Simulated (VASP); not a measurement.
# K3C (P6/mmm) in VASP: notebook, part 2 of 2

VASP 6.6.1.

### 5 Single point, PBE, collinear spin, ferromagnetic start

This run uses another cell than the first one, of 51.76 Å³/atom, 1.897 times its volume.

Input file INCAR:

```
ALGO = Normal
EDIFF = 1E-6
ENCUT = 520
GGA = PE
ISIF = 2
ISMEAR = 0
ISPIN = 2
LASPH = T
LCHARG = F
LORBIT = 11
LREAL = F
LWAVE = F
MAGMOM = 0 0 0 1
NBANDS = 28
NELM = 150
PREC = Accurate
SIGMA = 0.1
```

Input file KPOINTS:

```
k-points
0
Gamma
  3 3 4
```

Input file POSCAR:

```
K3C
1.0
    7.0303118850      0.0000000000      0.0000000000
   -3.5151559425      6.0884286889      0.0000000000
    0.0000000000      0.0000000000      4.8368172434
K C
3 1
Direct
    0.3333333333      0.6666666667      0.0000000000
    0.0000000000      0.0000000000      0.0000000000
    0.6666666667      0.3333333333      0.0000000000
    0.0000000000      0.0000000000      0.5000000000
```

Potentials or basis: VASP PAW PBE potentials, release 64 (K_sv, C).

Launch:

```console
$ cat potpaw_PBE.64/K_sv/POTCAR potpaw_PBE.64/C/POTCAR > POTCAR
$ mpirun -np 1 vasp_std > vasp.out
```

OUTCAR:

```text
EDIFF = 1E-6
   ENCUT = 520
   GGA = PE
   ISIF = 2
   ISMEAR = 0
   ISPIN = 2
   LASPH = T
   LORBIT = 11
   LREAL = F
   NELM = 150
   PREC = Accurate

 ion  position               nearest neighbor table
   1  0.333  0.667  0.000-
   2  0.000  0.000  0.000-   4 2.42   4 2.42
   3  0.667  0.333  0.000-
   4  0.000  0.000  0.500-   2 2.42   2 2.42

  LATTYP: Found a hexagonal cell.
 ALAT       =     7.0303118850
 C/A-ratio  =     0.6879946896

  Lattice vectors:

 A1 = (   7.0303118850,   0.0000000000,   0.0000000000)
 A2 = (  -3.5151559425,   6.0884286889,   0.0000000000)
 A3 = (   0.0000000000,   0.0000000000,   4.8368172434)

Analysis of symmetry for initial positions (statically):
=====================================================================
 Subroutine PRICEL returns:
 Original cell was already a primitive cell.

 Routine SETGRP: Setting up the symmetry group for a
 hexagonal supercell.

 Subroutine GETGRP returns: Found 24 space group operations
 (whereof 24 operations were pure point group operations)
 out of a pool of 24 trial point group operations.

The static configuration has the point symmetry D_6h.

Analysis of symmetry for dynamics (positions and initial velocities):
=====================================================================
 Subroutine PRICEL returns:
 Original cell was already a primitive cell.

 Routine SETGRP: Setting up the symmetry group for a
 hexagonal supercell.

 Subroutine GETGRP returns: Found 24 space group operations
 (whereof 24 operations were pure point group operations)
 out of a pool of 24 trial point group operations.

The dynamic configuration has the point symmetry D_6h.

Analysis of structural, dynamic, and magnetic symmetry:
=====================================================================
 Subroutine PRICEL returns:
 Original cell was already a primitive cell.

 Routine SETGRP: Setting up the symmetry group for a
 hexagonal supercell.

 Subroutine GETGRP returns: Found 24 space group operations
 (whereof 24 operations were pure point group operations)
 out of a pool of 24 trial point group operations.

The overall configuration has the point symmetry D_6h.

 Subroutine INISYM returns: Found 24 space group operations
 (whereof 24 operations are pure point group operations),
 and found     1 'primitive' translations

----------------------------------------------------------------------------------------

                                     Primitive cell

  volume of cell :     207.0330

  direct lattice vectors                    reciprocal lattice vectors
     7.030311885  0.000000000  0.000000000     0.142241200  0.082122995  0.000000000
    -3.515155942  6.088428689  0.000000000     0.000000000  0.164245990  0.000000000
     0.000000000  0.000000000  4.836817243     0.000000000  0.000000000  0.206747526

  length of vectors
     7.030311885  7.030311885  4.836817243     0.164245990  0.164245990  0.206747526

[... 62 lines left out ...]
   ISPIN  =      2    spin polarized calculation?
   LNONCOLLINEAR =      F non collinear calculations
   LSORBIT =      F    spin-orbit coupling
   LASPH  =      T    aspherical Exc in radial PAW
   ENCUT  =  520.0 eV  38.22 Ry    6.18 a.u.  13.07 13.07  8.99*2*pi/ulx,y,z
   NELM   =    150;   NELMIN=  2; NELMDL= -5     # of ELM steps
   EDIFF  = 0.1E-05   stopping-criterion for ELM
   LREAL  =      F    real-space projection
   EDIFFG = 0.1E-04   stopping-criterion for IOM
   NSW    =      0    number of steps for IOM
   IBRION =     -1    ionic relax: 0-MD 1-quasi-New 2-CG
   NFREE  =      0    steps in history (QN), initial steepest desc. (CG)
   ISIF   =      2    stress and relaxation
   ISYM   =      2    0-nonsym 1-usesym 2-fastsym
   POTIM  = 0.5000    time-step for ionic-motion
   TEBEG  =    0.0;   TEEND  =   0.0 temperature during run
   PSTRESS=    0.0 pullay stress
   NELECT =      31.0000    total number of electrons
   NUPDOWN=      -1.0000    fix difference up-down
   EMIN   =  10.00;   EMAX   =-10.00  energy-range for DOS
   EFERMI =   0.00;   METHOD = LEGACY
   ISMEAR =     0;   SIGMA  =   0.10  broadening in eV -4-tet -1-fermi 0-gaus
   EFERMI_NEDOS =   21; number of points for ismear=-14 and -15
   IALGO  =     38    algorithm
   IMIX   =      4    mixing-type and parameters
     AMIX     =   0.40;   BMIX     =  1.00
     AMIX_MAG =   1.60;   BMIX_MAG =  1.00
  volume/ion in A,a.u.               =      51.76       349.28
  Fermi-wavevector in a.u.,A,eV,Ry     =   0.869325  1.642786 10.282279  0.755726
  Thomas-Fermi vector in A             =   1.988131
   LORBIT       =     11    0 simple, 1 ext, 2 COOP (PROOUT), +10 PAW based schemes
   GGA     = PE    functional components
   LHFCALC =     F    Hartree Fock is set to
   AEXX    =    0.0000 exact exchange contribution
   IVDW    =     0    specifies the selected vdW correction
   LEPSILON=     F    determine dielectric tensor
   LRPA    =     F    only Hartree local field effects (RPA)
 spin polarized calculation
 Gauss-broadening in eV      SIGMA  =   0.10
  energy-cutoff  :      520.00
  volume of cell :      207.03
 maximum number of plane-waves:      5610
 NGX is ok and might be reduce to    54
   NGX = 27   NGY = 27   NGZ = 17

 number of electron      30.9999999 magnetization       2.2205326

 Free energy of the ion-electron system (eV)
  ---------------------------------------------------
  ext. energy  EPLUGINS =         0.00000000
  ---------------------------------------------------
  free energy    TOTEN  =        -6.21526656 eV

  energy without entropy =       -6.20427782  energy(sigma->0) =       -6.20977219

 E-fermi :   0.1150     XC(G=0):  -6.0013

 val. band max:        0.0974084770   @ k =   0.3333   0.3333   0.5000
 cond. band min:       0.1239607868   @ k =   0.3333  -0.0000   0.0000
 fundamental gap:      0.0265523098
 Fermi energy:         0.1149512394

 spin component 1

 k-point     1 :       0.0000    0.0000    0.0000
  band No.  band energies     occupation
      1     -32.4771      1.00000
      2     -32.4639      1.00000
      3     -30.6574      1.00000
      4     -16.0227      1.00000
      5     -16.0227      1.00000
      6     -15.9307      1.00000
[... 259 lines left out ...]
     26       4.4674      0.00000
     27       4.4674      0.00000
 Fermi energy:         0.1149512394

 spin component 2

 k-point     1 :       0.0000    0.0000    0.0000
  band No.  band energies     occupation
      1     -32.4880      1.00000
      2     -32.4745      1.00000
      3     -30.5463      1.00000
      4     -16.0366      1.00000
      5     -16.0366      1.00000
      6     -15.9423      1.00000
[... 259 lines left out ...]
     26       4.4566      0.00000
     27       4.4566      0.00000
 [bands above 27 left out]

------------------------ aborting loop because EDIFF is reached ----------------------------------------

  FORCE on cell =-STRESS in cart. coord.  units (eV):
  Direction    XX          YY          ZZ          XY          YZ          ZX
  --------------------------------------------------------------------------------------
  -------------------------------------------------------------------------------------
  Total        0.8854916      0.8854916      5.3380993      0.0000000      0.0000000      0.0000000
  in kB        6.8526022      6.8526022     41.3102416      0.0000000      0.0000000      0.0000000
  external PRESSURE =      18.3384820 kB  Pullay stress =       0.0000000 kB

 VOLUME and BASIS-vectors are now :
 -----------------------------------------------------------------------------
  energy-cutoff  :      520.00
  volume of cell :      207.03
      direct lattice vectors                 reciprocal lattice vectors
     7.030311885  0.000000000  0.000000000     0.142241200  0.082122995  0.000000000
    -3.515155942  6.088428689  0.000000000     0.000000000  0.164245990  0.000000000
     0.000000000  0.000000000  4.836817243     0.000000000  0.000000000  0.206747526

 POSITION                                       TOTAL-FORCE (eV/Angst)
 -----------------------------------------------------------------------------------
     -0.00000      4.05895      0.00000        -0.000000      0.000000      0.000000
      0.00000      0.00000      0.00000        -0.000000      0.000000      0.000000
      3.51516      2.02948      0.00000         0.000000      0.000000      0.000000
      0.00000      0.00000      2.41841        -0.000000      0.000000      0.000000
 -----------------------------------------------------------------------------------
    total drift:                               -0.000000      0.000000     -0.000000

  FREE ENERGIE OF THE ION-ELECTRON SYSTEM (eV)
  ---------------------------------------------------
  free  energy   TOTEN  =        -6.2152665619 eV

  energy  without entropy=       -6.2042778165  energy(sigma->0) =       -6.20977219

 total charge

# of ion       s       p       d       tot
------------------------------------------
    1        1.985   5.548   0.006   7.538
    2        1.981   5.588   0.074   7.643
    3        1.985   5.548   0.006   7.538
    4        0.985   1.150   0.000   2.135
--------------------------------------------------
tot          6.935  17.834   0.085  24.854

 magnetization (x)

# of ion       s       p       d       tot
------------------------------------------
    1       -0.007  -0.001  -0.000  -0.008
    2        0.011   0.045   0.042   0.098
    3       -0.007  -0.001  -0.000  -0.008
    4        0.044   0.993   0.000   1.037
--------------------------------------------------
tot          0.042   1.038   0.041   1.120
```

OSZICAR:

```text
N       E                     dE             d eps       ncg     rms          rms(c)
DAV:   1     0.206726441101E+03    0.20673E+03   -0.12614E+04  1008   0.914E+02
DAV:   2     0.666642082938E+01   -0.20006E+03   -0.18949E+03  1216   0.267E+02
DAV:   3    -0.106123933483E+02   -0.17279E+02   -0.17004E+02  1632   0.573E+01
[... 24 lines left out ...]
DAV:  28    -0.621526274517E+01   -0.38187E-03   -0.29684E-03  1608   0.161E-01    0.236E-01
DAV:  29    -0.621526887623E+01   -0.61311E-05   -0.10326E-04  1324   0.339E-02    0.141E-01
DAV:  30    -0.621520243952E+01    0.66437E-04   -0.10725E-04  1204   0.415E-02    0.103E-01
DAV:  31    -0.621526514268E+01   -0.62703E-04   -0.22467E-04  1072   0.601E-02    0.110E-02
DAV:  32    -0.621526716051E+01   -0.20178E-05   -0.24132E-05  1364   0.153E-02    0.238E-02
DAV:  33    -0.621526656190E+01    0.59861E-06   -0.14696E-06  1032   0.551E-03
   1 F= -.62152666E+01 E0= -.62097722E+01  d E =-.109887E-01  mag=     2.2204
```

Run time: 5.5 min. Hardware: 1 thread of Oxide Virtual Turin-like, shared host; peak memory 0.39 GiB.

Results:

| Item | Value |
| --- | --- |
| Free energy | -6.2153 eV |
| Pressure | 1.8 GPa |
| Net moment | 2.22 μB per cell |
| Site moments | K -0.01, +0.10; C +1.04 μB |
| Valence electrons inside the program's atomic spheres | K 7.54, 7.64; C 2.13 |

### 6 Overview

| task | spin | cell | k mesh | cutoff (eV) | gap on the mesh (eV) | pressure (GPa) |
| --- | --- | --- | --- | --- | --- | --- |
| single point | off | a = 5.491, b = 5.491, c = 4.178 Å, angles 90.0, 90.0, 120.0°, 4 atoms | 6 × 6 × 4 | 520 | none | 7.9 |
| single point | off | a = 7.030, b = 7.030, c = 4.837 Å, angles 90.0, 90.0, 120.0°, 4 atoms | 6 × 6 × 4 | 520 | none | 0.1 |
| relaxation of cell and atoms | off | relaxed from a = 5.491, b = 5.491, c = 4.178 Å, angles 90.0, 90.0, 120.0°, 4 atoms | 6 × 6 × 4 | 600 | none | -0.1 |
| single point | collinear, ferromagnetic start | a = 7.030, b = 7.030, c = 4.837 Å, angles 90.0, 90.0, 120.0°, 4 atoms | 3 × 3 × 4 | 520 | none | 1.8 |

Alike in all rows: level PBE; potentials or basis VASP PAW PBE potentials, release 64 (K_sv, C); smearing gaussian 0.1 eV.

Caveats: some runs use coarse meshes; the volume moved by over 15 % at a fixed basis, so the end points are rough (some runs).

Total energies depend on the potentials used, so only differences within one code and one set of settings carry meaning.
